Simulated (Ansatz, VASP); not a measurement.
# CdSe: VASP beside Ansatz

Contents of INCAR:

```
PREC = Accurate
ENCUT = 520
EDIFF = 1E-8
ISMEAR = -1
SIGMA = 0.05
LREAL = False
LASPH = True
NELM = 60
ALGO = Normal
ISIF = 2
LWAVE = False
LCHARG = False
GGA = PS
LEFG = True
NBANDS = 16
```

The input KPOINTS:

```
regular mesh
0
Gamma
  11 11 11
```

File POSCAR:

```
CdSe
1.0
    0.0000000000      2.8739580000      2.8739580000
    2.8739580000      0.0000000000      2.8739580000
    2.8739580000      2.8739580000      0.0000000000
Cd Se
1 1
Direct
    0.0000000000      0.0000000000      0.0000000000
    0.5000000000      0.5000000000      0.5000000000
```

Input for Ansatz:

```yaml
crystal:
  lattice:
    - [0.0, 2.873958, 2.873958]
    - [2.873958, 0.0, 2.873958]
    - [2.873958, 2.873958, 0.0]
  atoms:
    - { symbol: Cd, position: [0.0, 0.0, 0.0] }
    - { symbol: Se, position: [0.5, 0.5, 0.5] }
kpoints:
  mp_grid: { grid: [11, 11, 11] }
  band_path:
    path:
      - [0.0, 0.0, 0.0]
      - [0.5, 0.0, 0.5]
      - [0.625, 0.25, 0.625]
      - [0.375, 0.375, 0.75]
      - [0.0, 0.0, 0.0]
      - [0.5, 0.5, 0.5]
      - [0.5, 0.25, 0.75]
      - [0.5, 0.0, 0.5]
    npoints: 8
scf:
  occupations: { method: fermi_dirac, width: 0.05 }
hamiltonian:
  xc: pbesol
  pseudopotentials: { kind: paw }
output:
  forces: true
  stress: true
  eigenvalues: true
  efg: { contact_densities: true }
  populations: true
  bader: true
  dos: { projected: true, de: 0.2, e_range: [-14, 8] }
```

Alike in both runs: task electric field gradients; functional PBEsol; k mesh 11 × 11 × 11; occupations fermi-dirac, width 0.05 eV; no spin polarisation.

|  | VASP | Ansatz |
| --- | --- | --- |
| version | VASP 6.6.1 | Ansatz 0.2.0 |
| potentials or method | VASP PAW PBE potentials, release 64 (Cd, Se) | PAW with Ansatz's default frozen-core files, scalar-relativistic |
| plane-wave cutoff (eV) | 520 | 420 |
| valence electrons in the cell | 18 | 36 |

|  | VASP | Ansatz | Ansatz less VASP |
| --- | --- | --- | --- |
| pressure (GPa) | -3.5 | -3.9 | -0.35 |

VASP's potentials were made for PBE, not for PBEsol. VASP's potentials hold 18 valence electrons a cell and Ansatz's 36, so a difference there can come from the potentials and not from the codes.
